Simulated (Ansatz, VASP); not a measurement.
# One calculation of BaTiO3, two programs

Contents of INCAR:

```
PREC = Accurate
ENCUT = 520
EDIFF = 1E-7
ISMEAR = -1
SIGMA = 0.08
LREAL = False
LASPH = True
NELM = 80
ALGO = Normal
ISIF = 2
LWAVE = False
LCHARG = True
GGA = PE
LELF = True
LVHAR = True
NBANDS = 28
```

The input KPOINTS:

```
regular mesh
0
Gamma
  7 7 7
```

Contents of POSCAR:

```
BaTiO3
1.0
    4.0782473671      0.0000000000      0.0000000000
    0.0000000000      4.0782473671      0.0000000000
    0.0000000000      0.0000000000      4.0968043205
Ba Ti O
1 1 3
Direct
    0.0000000000      0.0000000000      0.0000000000
    0.5000000000      0.5000000000      0.4820000000
    0.5000000000      0.5000000000      0.0160000000
    0.5000000000      0.0000000000      0.5150000000
    0.0000000000      0.5000000000      0.5150000000
```

Input for Ansatz:

```yaml
crystal:
  lattice:
    - [4.0782473671, 0.0, 0.0]
    - [0.0, 4.0782473671, 0.0]
    - [0.0, 0.0, 4.0968043205]
  atoms:
    - { symbol: Ba, position: [0.0, 0.0, 0.0] }
    - { symbol: Ti, position: [0.5, 0.5, 0.482] }
    - { symbol: O, position: [0.5, 0.5, 0.016] }
    - { symbol: O, position: [0.5, 0.0, 0.515] }
    - { symbol: O, position: [0.0, 0.5, 0.515] }
kpoints:
  mp_grid: { grid: [7, 7, 7] }
  band_path:
    path:
      - [0.0, 0.0, 0.0]
      - [0.0, 0.5, 0.0]
      - [0.5, 0.5, 0.0]
      - [0.0, 0.0, 0.0]
      - [0.0, 0.0, 0.5]
      - [0.0, 0.5, 0.5]
      - [0.5, 0.5, 0.5]
      - [0.0, 0.0, 0.5]
      - [0.0, 0.5, 0.0]
    npoints: 5
scf:
  occupations: { method: fermi_dirac, width: 0.08 }
hamiltonian:
  xc: pbe
  pseudopotentials: { kind: all_electron, lapw: { basis_error: 0.001 } }
output:
  forces: true
  stress: true
  eigenvalues: true
```

Change from the starting cell: volume scaled by 1.06.

Alike in both runs: task single point; functional PBE; k mesh 7 × 7 × 7; occupations fermi-dirac, width 0.08 eV; no spin polarisation.

```csv
,VASP,Ansatz
version,VASP 6.6.1,Ansatz 0.2.0
potentials or method,"VASP PAW PBE potentials, release 64 (Ba_sv, Ti_sv, O), cutoff 520 eV","all-electron LAPW, scalar-relativistic"
```

|  | VASP | Ansatz | Ansatz less VASP |
| --- | --- | --- | --- |
| pressure (GPa) | -4.7 | -6.2 | -1.42 |
| traceless stress, the component that is largest in VASP (GPa) | 0.79 | 0.73 | -0.060 |
| rms of the force components (eV/Å) | 0.204 | 0.217 | +0.0127 |

Atom by atom the forces differ by 0.017 eV/Å (rms over components). Ansatz ran all-electron here, and VASP with PAW potentials.

Spin-orbit coupling is off throughout.
